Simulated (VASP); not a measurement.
Set up this calculation in VASP 6.6.1, as the native input.

```yaml
Task: single point
Functional: PBEsol
Potentials_or_basis: VASP PAW PBE potentials, release 64 (Al)
Cutoff: 520 eV
k_mesh: 12 × 12 × 12
Occupations: fermi-dirac, width 0.05 eV
Spin: no spin polarisation
Dipole_correction: no
Further_INCAR_settings: ALGO = Normal; EDIFF = 1e-06; NBANDS = 8
```

The structure of Al lies in POSCAR:

```
Al
1.0
    0.0000000000      2.0774207080      2.0774207080
    2.0774207080      0.0000000000      2.0774207080
    2.0774207080      2.0774207080      0.0000000000
Al
1
Direct
    0.0000000000      0.0000000000      0.0000000000
```

The input as run:

INCAR

```
PREC = Accurate ; ENCUT = 520
EDIFF = 1E-6 ; ISMEAR = -1
SIGMA = 0.05 ; LREAL = F
LASPH = T ; NELM = 100
ALGO = Normal ; ISIF = 2
LWAVE = F ; LCHARG = F
GGA = PS ; NBANDS = 8
```

KPOINTS

```
regular mesh
0
Gamma
  12 12 12
```

Potentials or basis: VASP PAW PBE potentials, release 64 (Al).

The run is started by

```bash
$ cat potpaw_PBE.64/Al/POTCAR > POTCAR
$ mpirun -np 1 vasp_std > vasp.out
```

It gave:

```json
{
 "Pressure": "-6.7 GPa"
}
```

Caveat: the PAW data sets were made with another functional, which shifts forces and pressure a little.

Wall time 27 s on 1 thread of AMD EPYC 7R13 (shared host), peak memory 0.1 GiB.
